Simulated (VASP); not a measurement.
Set up this calculation in VASP 6.6.1, as the native input.

```
Task                   : single point
Functional             : PBEsol
Potentials or basis    : VASP PAW PBE potentials, release 64 (Si)
Cutoff                 : 500 eV
k mesh                 : 8 × 8 × 6
Occupations            : gaussian, width 0.01 eV
Spin                   : no spin polarisation
Dipole correction      : no
Further INCAR settings : ALGO = Normal; EDIFF = 1e-06; NBANDS = 16
```

The structure of Si lies in POSCAR:

```
Si
1.0
    3.8402969286      0.0000000000      0.0000000000
    0.0000000000      3.8402969286      0.0000000000
    0.0000000000      0.0000000000      5.4343572483
Si
4
Direct
    0.0000000000      0.0000000000      0.0000000000
    0.5000000000      0.0000000000      0.2500000000
    0.5000000000      0.5000000000      0.5000000000
    0.0000000000      0.5000000000      0.7500000000
```

These files were run (other wordings do the same):

INCAR

```
SYSTEM = Si
ALGO = Normal ; EDIFF = 1E-6
ENCUT = 500 ; GGA = PS
GGA_COMPAT = .False. ; ISIF = 2
ISMEAR = 0 ; LASPH = .True.
LCHARG = .True. ; LELF = .True.
LREAL = .False. ; LVHAR = .True.
LWAVE = .False. ; NBANDS = 16
NELM = 120 ; PREC = Accurate
SIGMA = 0.01
```

KPOINTS

```
k-points
0
Gamma
  8 8 6
  0 0 0
```

Potentials or basis: VASP PAW PBE potentials, release 64 (Si).

Launch:

```sh
$ cat potpaw_PBE.64/Si/POTCAR > POTCAR
$ mpirun -np 1 vasp_std > vasp.out
```

It gave:

```
Pressure               : 0.2 GPa
Band gap on the k mesh : 0.46 eV
```

Caveat: the PAW data sets were made with another functional, which shifts forces and pressure a little.

It took 42 s on 1 thread of AMD EPYC 9R45 (Zen 5) (shared host), peak memory 0.16 GiB.
